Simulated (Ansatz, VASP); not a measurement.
ZnO in VASP and in Ansatz

The input POSCAR:

```
ZnO
1.0
    3.2988066038      0.0000000000      0.0000000000
   -1.6494033019      2.8568503210      0.0000000000
    0.0000000000      0.0000000000      5.3131138416
Zn O
2 2
Direct
    0.3333333333      0.6666666667      0.4996551081
    0.6666666667      0.3333333333     -0.0003448919
    0.6666666667      0.3333333333      0.3793548919
    0.3333333333      0.6666666667      0.8793548919
```

The input INCAR.step1:

```
PREC     = Accurate       # precision mode
ENCUT    = 660            # plane-wave cutoff, eV
ISMEAR   = 0              # smearing method
SIGMA    = 0.01           # smearing width, eV
LREAL    = F              # projectors in reciprocal space
LASPH    = T              # aspherical terms in the spheres
NELM     = 120            # most SCF steps
NBANDS   = 26             # bands
GGA      = PE             # functional
ALGO     = Normal         # electronic algorithm
EDIFF    = 1E-5           # SCF threshold, eV
LWAVE    = T              # write WAVECAR
LCHARG   = F              # write CHGCAR
GGA_COMPAT= F
```

File INCAR.step2:

```
PREC     = Accurate       # precision mode
ENCUT    = 660            # plane-wave cutoff, eV
EDIFF    = 1E-6           # SCF threshold, eV
ISMEAR   = 0              # smearing method
SIGMA    = 0.01           # smearing width, eV
LREAL    = F              # projectors in reciprocal space
LASPH    = T              # aspherical terms in the spheres
NELM     = 120            # most SCF steps
ALGO     = Normal         # electronic algorithm
ISIF     = 2              # what is computed and relaxed
LWAVE    = F              # write WAVECAR
LCHARG   = F              # write CHGCAR
METAGGA  = R2SCAN         # meta-GGA
LMIXTAU  = T            
NBANDS   = 26             # bands
ISTART   = 1            
GGA_COMPAT= F
```

KPOINTS

```
regular mesh
0
Gamma
  9 9 4
```

Input for Ansatz:

```yaml
crystal:
  lattice:
    - [3.2988066038, 0.0, 0.0]
    - [-1.6494033019, 2.856850321, 0.0]
    - [0.0, 0.0, 5.3131138416]
  atoms:
    - { symbol: Zn, position: [0.3333333333, 0.6666666667, 0.4996551081] }
    - { symbol: Zn, position: [0.6666666667, 0.3333333333, -0.0003448919] }
    - { symbol: O, position: [0.6666666667, 0.3333333333, 0.3793548919] }
    - { symbol: O, position: [0.3333333333, 0.6666666667, 0.8793548919] }
kpoints:
  mp_grid: { grid: [9, 9, 4] }
hamiltonian:
  xc: r2scan
scf:
  occupations: { method: fixed }
  n_extra_bands: 5
output:
  forces: true
  stress: true
  eigenvalues: true
```

Alike in both runs: task single point; functional r2SCAN; k mesh 9 × 9 × 4; no spin polarisation.

|  | VASP | Ansatz |
| --- | --- | --- |
| version | VASP 6.6.1 | Ansatz 0.2.0 |
| potentials or method | VASP PAW PBE potentials, release 64 (Zn, O) | plane waves, PAW |
| plane-wave cutoff (eV) | 660 | 500 |
| occupations | gaussian, width 0.01 eV | fixed |
| valence electrons in the cell | 36 | 36 |

|  | VASP | Ansatz | Ansatz less VASP |
| --- | --- | --- | --- |
| gap on the k mesh at the Fermi level (eV) | 1.15 | 1.15 | +0.003 |
| pressure (GPa) | -7.1 | -7.7 | -0.63 |
| traceless stress, the component that is largest in VASP (GPa) | 0.04 | 0.07 | +0.029 |

VASP's potentials were made for PBE, not for r2SCAN.
